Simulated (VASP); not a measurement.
Write the native input for VASP 6.6.1 that does the following.

```
Task                   : single point
Functional             : PBEsol
Potentials or basis    : VASP PAW PBE potentials, release 64 (Ti_sv)
Cutoff                 : 520 eV
k mesh                 : 26 × 26 × 26
Occupations            : gaussian, width 0.15 eV
Spin                   : no spin polarisation
Dipole correction      : no
Further INCAR settings : ALGO = Fast; EDIFF = 1e-06; NBANDS = 12
```

The structure of Ti lies in POSCAR:

```
Ti
1.0
   -1.6051160629      1.4847323582      1.6051160629
    1.6051160629     -1.4847323582      1.6051160629
    1.6051160629      1.4847323582     -1.6051160629
Ti
1
Direct
    0.0000000000      0.0000000000      0.0000000000
```

This cell differs from its parent crystal: strain -0.0750 x Voigt [0, 1, 0, 0, 0, 0].

These files were run (other wordings do the same):

INCAR

```
SYSTEM = Ti
ALGO = Fast
EDIFF = 1E-6
ENCUT = 520
GGA = PS
ISIF = 2
ISMEAR = 0
LASPH = .True.
LCHARG = .True.
LELF = .True.
LREAL = .False.
LVHAR = .True.
LWAVE = .False.
NBANDS = 12
NELM = 100
PREC = Accurate
SIGMA = 0.15
```

KPOINTS

```
k-points
0
Gamma
  26 26 26
  0 0 0
```

Potentials or basis: VASP PAW PBE potentials, release 64 (Ti_sv).

Command:

```console
$ cat potpaw_PBE.64/Ti_sv/POTCAR > POTCAR
$ mpirun -np 1 vasp_std > vasp.out
```

It gave:

```json
{"Pressure": "10.0 GPa", "Band gap on the k mesh": "zero (bands 6 and 7 overlap by 1.75 eV)"}
```

Caveat: the cell differs from its parent crystal (strain -0.0750 x Voigt [0, 1, 0, 0, 0, 0]); the cell stands under pressure; the PAW data sets were made with another functional, which shifts forces and pressure a little.

Wall time 8.2 min on 1 thread of Intel Xeon 8259CL, with other jobs on the host, peak memory 0.34 GiB.
